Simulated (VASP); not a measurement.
# Ir: single point with PBE

The system is Ir.

```
Ir
1.0
     0.00000    1.93533    1.93533
     1.93533    0.00000    1.93533
     1.93533    1.93533    0.00000
Ir
1
Direct
  0.00000 0.00000 0.00000
```

```yaml
Program: VASP 6.6.1
Task: single point
Functional: PBE
Potentials_or_basis: VASP PAW PBE potentials, release 64 (Ir)
Cutoff: 520 eV
k_mesh: 18 × 18 × 18
Occupations: gaussian, width 0.1 eV
Spin: non-collinear spin, zero start, spin-orbit coupling
Starting_moments: "[[0.0, 0.0, 0.0]] μB"
Dipole_correction: no
Further_INCAR_settings: ALGO = Normal; EDIFF = 1e-06; NBANDS = 20
```

The pressure is 1.6 GPa, the net moment is 0.00 μB per cell and the valence electrons inside the program's atomic spheres are Ir 8.32.

Moments on the atoms (μB; x, y, z):
```
Ir  0.00 0.00 0.00
```

It took 86 s on 1 thread of Intel Xeon 6975P-C, on a shared host, peak memory 0.22 GiB.
